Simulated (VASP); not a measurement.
Runs of VASP 6.6.1 on Li. It takes space group P2_13 (No. 198, cubic). Conventional cell: a = 4.454 Å, b = 4.454 Å, c = 4.454 Å, α = 90.00°, β = 90.00°, γ = 90.00°. Li (site symmetry 3) has 6 Li at 2.73 Å within 3.6 Å. 

| k mesh | gap on the mesh (eV) | pressure (GPa) |
| --- | --- | --- |
| 2 × 2 × 2 | none | (a) |
| 3 × 3 × 3 | none | -0.6 |
| 4 × 4 × 4 | none | 0.1 |
| 5 × 5 × 5 | none | 0.2 |

Alike in all rows: task single point; level PBEsol; potentials or basis VASP PAW PBE potentials, release 64 (Li_sv); no spin polarisation; cell as given; cutoff (eV) 750; smearing gaussian 0.1 eV.

**Question.** Fill in the values left out.

**Answer.** (a) 0.4.

Caveats: some runs use coarse meshes; the PAW data sets were made with another functional, which shifts forces and pressure a little.

A gap of «none» marks levels without a gap at the run's occupations.
